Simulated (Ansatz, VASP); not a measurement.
**Na: VASP beside Ansatz**

The input INCAR:

```
PREC = Accurate
ENCUT = 520
EDIFF = 1E-6
ISMEAR = 0
SIGMA = 0.05
LREAL = False
LASPH = True
NELM = 60
ALGO = Normal
ISIF = 2
LWAVE = False
LCHARG = False
GGA = PE
NBANDS = 10
```

Contents of KPOINTS:

```
Automatic mesh
0
Gamma
  12 12 12
```

File POSCAR:

```
Na
1.0
   -1.8882910800      1.8882910800      2.6372766800
    1.8882910800     -1.8882910800      2.6372766800
    1.8882910800      1.8882910800     -2.6372766800
Na
1
Direct
    0.0000000000      0.0000000000      0.0000000000
```

Input for Ansatz:

```yaml
crystal:
  lattice:
    - [-1.88829108, 1.88829108, 2.63727668]
    - [1.88829108, -1.88829108, 2.63727668]
    - [1.88829108, 1.88829108, -2.63727668]
  atoms:
    - { symbol: Na, position: [0.0, 0.0, 0.0] }
basis:
  ecutwfc: 420
  fft_grid_basis: typed
kpoints:
  mp_grid: { grid: [12, 12, 12] }
hamiltonian:
  xc: pbe
  pseudopotentials: { kind: paw }
scf:
  occupations: { method: gaussian, width: 0.05 }
output:
  forces: true
  stress: true
  eigenvalues: true
  bader: true
  write_density: true
  volumetric_format: npy
  elf: true
```

Alike in both runs: task single point; functional PBE; k mesh 12 × 12 × 12; occupations gaussian, width 0.05 eV; no spin polarisation.

|  | VASP | Ansatz |
| --- | --- | --- |
| version | VASP 6.6.1 | Ansatz 0.2.0 |
| potentials or method | VASP PAW PBE potentials, release 64 (Na_pv), cutoff 520 eV | scalar-relativistic, plane waves, PAW |
| valence electrons in the cell | 7 | 9 |

|  | VASP | Ansatz | Ansatz less VASP |
| --- | --- | --- | --- |
| gap on the k mesh at the Fermi level (eV) | none | none | - |
| pressure (GPa) | -0.2 | -0.1 | +0.03 |

A gap of «none» marks a metal or a gap that the smearing closes. VASP's potentials hold 7 valence electrons a cell and Ansatz's 9, so a difference there can come from the potentials and not from the codes.
